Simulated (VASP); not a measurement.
# C (R-3m) in VASP: a series of runs

C is run at these levels: LDA; tasks: single point.

Everything below comes from runs of VASP 6.6.1. Logs are shortened: lines on timing, memory, paths and dates and some standing lists are left out, and cuts for length are marked.

### Step 1. The cell of the first run

Symmetry: R-3m, No. 166, trigonal system. Conventional cell: a = 2.395 Å, b = 2.395 Å, c = 9.790 Å, α = 90.00°, β = 90.00°, γ = 120.00°. Within 1.8 Å of C (site symmetry 3m) lie 3 C at 1.38 Å.

### Step 2. Single point, LDA (strain -0.025 along x and y, -0.025 along z)

Contents of INCAR:

```
SYSTEM = C
PREC = Accurate ; ENCUT = 520
EDIFF = 1E-6 ; ISMEAR = 0
SIGMA = 0.05 ; LREAL = .FALSE.
LASPH = .TRUE. ; NELM = 60
ALGO = Normal ; ISIF = 2
LWAVE = .FALSE. ; LCHARG = .FALSE.
GGA = CA ; NBANDS = 11
```

Contents of KPOINTS:

```
regular mesh
0
G
  12 12 12
  0 0 0
```

Contents of POSCAR:

```
C
1.0
    1.1973256878      0.6912763082      3.2633355684
   -1.1973256878      0.6912763082      3.2633355684
    0.0000000000     -1.3825526163      3.2633355684
C
2
Direct
    0.1640000000      0.1640000000      0.1640000000
    0.8360000000      0.8360000000      0.8360000000
```

Potentials or basis: VASP PAW LDA potentials, release 64 (C).

The run is started by

```bash
$ cat potpaw_LDA.64/C/POTCAR > POTCAR
$ mpirun -np 1 vasp_std > vasp.out
```

OUTCAR:

```text
SYSTEM = C
   PREC = Accurate
   ENCUT = 520
   EDIFF = 1E-6
   ISMEAR = 0
   LREAL = .FALSE.
   LASPH = .TRUE.
   NELM = 60
   ISIF = 2
   GGA = CA

 ion  position               nearest neighbor table
   1  0.164  0.164  0.164-   2 1.38   2 1.38   2 1.38
   2  0.836  0.836  0.836-   1 1.38   1 1.38   1 1.38

  LATTYP: Found a trigonal (rhomboedric) cell.
 ALAT       =     3.5441234133
 COS(alpha) =     0.7717362630

  Lattice vectors:

 A1 = (   1.1973256878,   0.6912763082,   3.2633355684)
 A2 = (  -1.1973256878,   0.6912763082,   3.2633355684)
 A3 = (   0.0000000000,  -1.3825526163,   3.2633355684)

Analysis of symmetry for initial positions (statically):
=====================================================================
 Subroutine PRICEL returns:
 Original cell was already a primitive cell.

 Routine SETGRP: Setting up the symmetry group for a
 trigonal (rhombohedral) supercell.

 Subroutine GETGRP returns: Found 12 space group operations
 (whereof 12 operations were pure point group operations)
 out of a pool of 12 trial point group operations.

The static configuration has the point symmetry D_3d.

Analysis of symmetry for dynamics (positions and initial velocities):
=====================================================================
 Subroutine PRICEL returns:
 Original cell was already a primitive cell.

 Routine SETGRP: Setting up the symmetry group for a
 trigonal (rhombohedral) supercell.

 Subroutine GETGRP returns: Found 12 space group operations
 (whereof 12 operations were pure point group operations)
 out of a pool of 12 trial point group operations.

The dynamic configuration has the point symmetry D_3d.

 Subroutine INISYM returns: Found 12 space group operations
 (whereof 12 operations are pure point group operations),
 and found     1 'primitive' translations

----------------------------------------------------------------------------------------

                                     Primitive cell

  volume of cell :      16.2060

  direct lattice vectors                    reciprocal lattice vectors
     1.197325688  0.691276308  3.263335568     0.417597321  0.241099926  0.102144976
    -1.197325688  0.691276308  3.263335568    -0.417597321  0.241099926  0.102144976
     0.000000000 -1.382552616  3.263335568     0.000000000 -0.482199852  0.102144976

  length of vectors
     3.544123413  3.544123413  3.544123413     0.492899881  0.492899881  0.492899881

  position of ions in fractional coordinates (direct lattice)
     0.164000000  0.164000000  0.164000000
     0.836000000  0.836000000  0.836000000

  ion indices of the primitive-cell ions
   primitive index   ion index
                 1           1
                 2           2

----------------------------------------------------------------------------------------

 KPOINTS: regular mesh

Automatic generation of k-mesh.
 Grid dimensions read from file:
 generate k-points for:   12   12   12

 Generating k-lattice:

  Cartesian coordinates                     Fractional coordinates (reciprocal lattice)
     0.034799777  0.020091660  0.008512081     0.083333333  0.000000000  0.000000000
    -0.034799777  0.020091660  0.008512081     0.000000000  0.083333333  0.000000000
     0.000000000 -0.040183321  0.008512081     0.000000000  0.000000000  0.083333333

  Length of vectors
     0.041074990  0.041074990  0.041074990

  Shift w.r.t. Gamma in fractional coordinates (k-lattice)
     0.000000000  0.000000000  0.000000000

 Subroutine IBZKPT returns following result:
 ===========================================

 Found    189 irreducible k-points:

 Following reciprocal coordinates:
            Coordinates               Weight
  0.000000  0.000000  0.000000      1.000000
  0.083333 -0.000000  0.000000      6.000000
  0.166667 -0.000000  0.000000      6.000000
  0.250000  0.000000  0.000000      6.000000
  0.333333 -0.000000  0.000000      6.000000
  0.416667 -0.000000  0.000000      6.000000
[... 16 lines left out ...]
  0.500000  0.166667 -0.000000     12.000000
 -0.416667  0.166667  0.000000     12.000000
 [... further k-points ...]
   k-points           NKPTS =    189   k-points in BZ     NKDIM =    189   number of bands    NBANDS=     11
   number of dos      NEDOS =    301   number of ions     NIONS =      2
   total plane-waves  NPLWV =  21952
   dimension x,y,z NGX =    28 NGY =   28 NGZ =   28
   dimension x,y,z NGXF=    56 NGYF=   56 NGZF=   56
   ions per type =               2
   NGX,Y,Z   is equivalent  to a cutoff of  13.13, 13.13, 13.13 a.u.
   NGXF,Y,Z  is equivalent  to a cutoff of  26.27, 26.27, 26.27 a.u.
 SYSTEM =  C
   PREC   = accura    normal or accurate (medium, high low for compatibility)
   ISTART =      0    job   : 0-new  1-cont  2-samecut
   ICHARG =      2    charge: 1-file 2-atom 10-const
   ISPIN  =      1    spin polarized calculation?
   LNONCOLLINEAR =      F non collinear calculations
   LSORBIT =      F    spin-orbit coupling
   LASPH  =      T    aspherical Exc in radial PAW
   ENCUT  =  520.0 eV  38.22 Ry    6.18 a.u.   6.59  6.59  6.59*2*pi/ulx,y,z
   NELM   =     60;   NELMIN=  2; NELMDL= -5     # of ELM steps
   EDIFF  = 0.1E-05   stopping-criterion for ELM
   LREAL  =      F    real-space projection
   EDIFFG = 0.1E-04   stopping-criterion for IOM
   NSW    =      0    number of steps for IOM
   IBRION =     -1    ionic relax: 0-MD 1-quasi-New 2-CG
   NFREE  =      0    steps in history (QN), initial steepest desc. (CG)
   ISIF   =      2    stress and relaxation
   ISYM   =      2    0-nonsym 1-usesym 2-fastsym
   POTIM  = 0.5000    time-step for ionic-motion
   TEBEG  =    0.0;   TEEND  =   0.0 temperature during run
   PSTRESS=    0.0 pullay stress
   NELECT =       8.0000    total number of electrons
   NUPDOWN=      -1.0000    fix difference up-down
   EMIN   =  10.00;   EMAX   =-10.00  energy-range for DOS
   EFERMI =   0.00;   METHOD = LEGACY
   ISMEAR =     0;   SIGMA  =   0.05  broadening in eV -4-tet -1-fermi 0-gaus
   EFERMI_NEDOS =   21; number of points for ismear=-14 and -15
   IALGO  =     38    algorithm
   IMIX   =      4    mixing-type and parameters
     AMIX     =   0.40;   BMIX     =  1.00
     AMIX_MAG =   1.60;   BMIX_MAG =  1.00
  volume/ion in A,a.u.               =       8.10        54.68
  Fermi-wavevector in a.u.,A,eV,Ry     =   1.293836  2.444995 22.776305  1.674011
  Thomas-Fermi vector in A             =   2.425456
   LORBIT       =      0    0 simple, 1 ext, 2 COOP (PROOUT), +10 PAW based schemes
   GGA     = CA    functional components
   LHFCALC =     F    Hartree Fock is set to
   AEXX    =    0.0000 exact exchange contribution
   IVDW    =     0    specifies the selected vdW correction
   LEPSILON=     F    determine dielectric tensor
   LRPA    =     F    only Hartree local field effects (RPA)
 non-spin polarized calculation
 Gauss-broadening in eV      SIGMA  =   0.05
  energy-cutoff  :      520.00
  volume of cell :       16.21
 maximum number of plane-waves:       456
   NGX = 13   NGY = 13   NGZ = 13

 number of electron       8.0000000 magnetization

 Free energy of the ion-electron system (eV)
  ---------------------------------------------------
  ext. energy  EPLUGINS =         0.00000000
  ---------------------------------------------------
  free energy    TOTEN  =       -20.13257276 eV

  energy without entropy =      -20.13257276  energy(sigma->0) =      -20.13257276

 E-fermi :   5.2081     XC(G=0): -11.1173

 val. band max:        4.9113695445   @ k =  -0.3333   0.3333   0.0000
 cond. band min:       5.7735005625   @ k =  -0.3333   0.3333   0.0000
 fundamental gap:      0.8621310181
 Fermi energy:         5.2081445316

 k-point     1 :       0.0000    0.0000    0.0000
  band No.  band energies     occupation
      1     -14.8055      2.00000
      2      -1.6371      2.00000
      3       2.4368      2.00000
      4       2.4368      2.00000
      5       9.0706      0.00000
      6      14.2688      0.00000
      7      14.2688      0.00000
      8      17.7102      0.00000
      9      20.3577      0.00000
     10      28.9477      0.00000
     11      32.0512      0.00000

 k-point     2 :       0.0833   -0.0000    0.0000
  band No.  band energies     occupation
      1     -14.6292      2.00000
      2      -1.4581      2.00000
      3       1.7787      2.00000
      4       2.0690      2.00000
      5       9.3168      0.00000
      6      14.3730      0.00000
      7      15.0182      0.00000
      8      17.0801      0.00000
      9      20.5944      0.00000
     10      29.5093      0.00000
     11      30.5798      0.00000

 k-point     3 :       0.1667   -0.0000    0.0000
  band No.  band energies     occupation
      1     -14.1028      2.00000
      2      -0.9284      2.00000
      3       0.1090      2.00000
      4       1.2123      2.00000
      5      10.0449      0.00000
      6      14.4422      0.00000
      7      15.4649      0.00000
      8      16.9972      0.00000
      9      21.3030      0.00000
     10      27.8011      0.00000
     11      30.1325      0.00000

 k-point     4 :       0.2500    0.0000    0.0000
  band No.  band energies     occupation
      1     -13.2325      2.00000
      2      -2.0795      2.00000
      3      -0.0319      2.00000
      4       0.2664      2.00000
      5      11.1061      0.00000
      6      13.3056      0.00000
      7      14.4525      0.00000
      8      19.7237      0.00000
      9      22.0705      0.00000
     10      25.7467      0.00000
     11      28.3836      0.00000
[... 239 lines left out ...]
 k-point    22 :       0.4167    0.1667    0.0000
  band No.  band energies     occupation
      1     -11.4699      2.00000
      2      -4.2029      2.00000
      3      -2.2945      2.00000
      4       1.2570      2.00000
      5      10.0640      0.00000
      6      14.6307      0.00000
      7      16.7526      0.00000
      8      19.2585      0.00000
      9      20.7722      0.00000
     10      25.3714      0.00000
     11      28.9888      0.00000

 k-point    23 :       0.5000    0.1667   -0.0000
  band No.  band energies     occupation
      1      -9.9827      2.00000
      2      -6.2679      2.00000
      3      -2.8691      2.00000
      4       2.6688      2.00000
      5       8.2105      0.00000
      6      16.1146      0.00000
      7      16.7983      0.00000
      8      18.9828      0.00000
      9      20.6885      0.00000
     10      25.1853      0.00000
     11      30.0991      0.00000

 k-point    24 :      -0.4167    0.1667    0.0000
  band No.  band energies     occupation
      1      -8.5676      2.00000
      2      -7.9008      2.00000
      3      -3.0587      2.00000
      4       3.8369      2.00000
      5       6.9450      0.00000
      6      16.5480      0.00000
      7      16.9478      0.00000
      8      17.6996      0.00000
      9      21.3257      0.00000
     10      26.0508      0.00000
     11      29.4798      0.00000

 [... further k-points ...]
[... 5 lines left out ...]
  --------------------------------------------------------------------------------------
  -------------------------------------------------------------------------------------
  Total        3.1850387      3.1850387     -0.0433631      0.0000000     -0.0000000     -0.0000000
  in kB      314.8823696    314.8823696     -4.2869997      0.0000000     -0.0000000     -0.0000000
  external PRESSURE =     208.4925798 kB  Pullay stress =       0.0000000 kB

 VOLUME and BASIS-vectors are now :
 -----------------------------------------------------------------------------
  energy-cutoff  :      520.00
  volume of cell :       16.21
      direct lattice vectors                 reciprocal lattice vectors
     1.197325688  0.691276308  3.263335568     0.417597321  0.241099926  0.102144976
    -1.197325688  0.691276308  3.263335568    -0.417597321  0.241099926  0.102144976
     0.000000000 -1.382552616  3.263335568     0.000000000 -0.482199852  0.102144976

 POSITION                                       TOTAL-FORCE (eV/Angst)
 -----------------------------------------------------------------------------------
      0.00000      0.00000      1.60556         0.000000      0.000000      0.842457
      0.00000      0.00000      8.18445         0.000000     -0.000000     -0.842457
 -----------------------------------------------------------------------------------
    total drift:                                0.000000     -0.000000      0.000000

  FREE ENERGIE OF THE ION-ELECTRON SYSTEM (eV)
  ---------------------------------------------------
  free  energy   TOTEN  =       -20.1325727557 eV

  energy  without entropy=      -20.1325727557  energy(sigma->0) =      -20.13257276
```

It took 21 s on 1 thread of Intel Xeon 6975P-C (Granite Rapids), shared host; peak memory 0.14 GiB.

Results:

- Free energy: -20.1326 eV
- Pressure: 20.8 GPa
- Largest force: 0.842 eV/Å
- Band gap on the k mesh: 0.86 eV, direct

Forces in eV/Å, atoms in the order of the input:
```
C    0.000  0.000  0.842
C    0.000  0.000 -0.842
```

Caveat: the cell differs from its parent crystal (strain -0.025 along x and y, -0.025 along z). A k mesh can miss the band edges.

### Step 3. Single point, LDA (strain +0.000 along x and y, -0.050 along z)

Contents of INCAR:

```
PREC = Accurate
ENCUT = 520
EDIFF = 1E-6
ISMEAR = 0
SIGMA = 0.05
LREAL = F
LASPH = T
NELM = 80
ALGO = Normal
ISIF = 2
LWAVE = F
LCHARG = F
NBANDS = 11
```

Contents of KPOINTS:

```
regular mesh
0
Gamma
  12 12 12
```

Contents of POSCAR:

```
C
1.0
    1.2280263465      0.7090013417      3.1796602974
   -1.2280263465      0.7090013417      3.1796602974
    0.0000000000     -1.4180026834      3.1796602974
C
2
Direct
    0.1640000000      0.1640000000      0.1640000000
    0.8360000000      0.8360000000      0.8360000000
```

Potentials or basis: VASP PAW LDA potentials, release 64 (C).

The run is started by

```bash
$ cat potpaw_LDA.64/C/POTCAR > POTCAR
$ mpirun -np 1 vasp_std > vasp.out
```

Run time: 19 s. Hardware: 1 thread of Intel Xeon 6975P-C (Granite Rapids), shared host; peak memory 0.15 GiB.

The run converged. Its results:

```
Free energy            : -20.1987 eV
Pressure               : -2.9 GPa
Largest force          : 0.821 eV/Å
Band gap on the k mesh : 1.01 eV, direct
```

Forces on the atoms (eV/Å):
```
C    0.000  0.000  0.821
C    0.000  0.000 -0.821
```

Stress tensor (GPa, compression positive):
```
-4.85  0.00  0.00
 0.00 -4.85  0.00
 0.00  0.00  0.95
```

Levels at points of the mesh, in eV from the valence-band top:
| k point | band 1 | band 2 | band 3 | band 4 | band 5 | band 6 | band 7 | band 8 |
| --- | --- | --- | --- | --- | --- | --- | --- | --- |
| (0.00, 0.00, 0.00) | -19.07 | -5.73 | -2.42 | -2.42 | 4.83 | 8.93 | 8.93 | 11.90 |
| (0.50, 0.00, 0.00) | -13.60 | -12.72 | -5.80 | -1.28 | 2.40 | 8.43 | 12.82 | 12.97 |
| (0.50, 0.50, 0.00) | -13.42 | -12.59 | -5.90 | -2.40 | 1.76 | 7.82 | 13.59 | 16.45 |
| (0.50, 0.50, 0.50) | -18.59 | -8.39 | -2.46 | -2.46 | 8.87 | 8.87 | 12.05 | 12.10 |

Caveat: the cell differs from its parent crystal (strain +0.000 along x and y, -0.050 along z).

### Step 4. Single point, LDA (strain -0.025 along x and y, +0.000 along z)

Contents of INCAR:

```
SYSTEM = C
  PREC = Accurate
  ENCUT = 520
  EDIFF = 1E-6
  ISMEAR = 0
  SIGMA = 0.05
  LREAL = .False.
  LASPH = .True.
  NELM = 60
  ALGO = Normal
  ISIF = 2
  LWAVE = .False.
  LCHARG = .False.
  NBANDS = 11
```

Contents of KPOINTS:

```
regular mesh
0
Gamma
  12 12 12
  0 0 0
```

Contents of POSCAR:

```
C
1.0
    1.1973256878      0.6912763082      3.3470108394
   -1.1973256878      0.6912763082      3.3470108394
    0.0000000000     -1.3825526163      3.3470108394
C
2
Direct
    0.1640000000      0.1640000000      0.1640000000
    0.8360000000      0.8360000000      0.8360000000
```

The run is started by

```bash
$ cat potpaw_LDA.64/C/POTCAR > POTCAR
$ mpirun -np 1 vasp_std > vasp.out
```

Run time: 20 s. Hardware: 1 thread of Intel Xeon 6975P-C (Granite Rapids), shared host; peak memory 0.15 GiB.

Results (log left out):

- Free energy: -20.1307 eV
- Pressure: 20.1 GPa
- Largest force: 0.875 eV/Å
- Band gap on the k mesh: 0.75 eV, direct

Forces on the atoms (eV/Å):
```
C    0.000  0.000  0.875
C    0.000  0.000 -0.875
```

Stress tensor (GPa, compression positive):
```
30.77  0.00  0.00
 0.00 30.77  0.00
 0.00  0.00 -1.25
```

Levels at points of the mesh, in eV from the valence-band top:
| k point | band 1 | band 2 | band 3 | band 4 | band 5 | band 6 | band 7 | band 8 | band 9 |
| --- | --- | --- | --- | --- | --- | --- | --- | --- | --- |
| (0.00, 0.00, 0.00) | -19.75 | -6.76 | -2.54 | -2.54 | 3.87 | 9.29 | 9.29 | 12.76 | 15.36 |
| (0.50, 0.00, 0.00) | -13.96 | -13.34 | -6.18 | -1.72 | 2.25 | 8.97 | 12.46 | 12.56 | 18.97 |
| (0.50, 0.50, 0.00) | -13.85 | -13.25 | -6.23 | -2.55 | 1.71 | 8.54 | 13.29 | 15.53 | 20.74 |
| (0.50, 0.50, 0.50) | -19.43 | -8.79 | -2.56 | -2.56 | 9.25 | 9.25 | 10.27 | 12.74 | 15.13 |

Caveat: the cell differs from its parent crystal (strain -0.025 along x and y, +0.000 along z).

(Continued in part 2 of 2.)
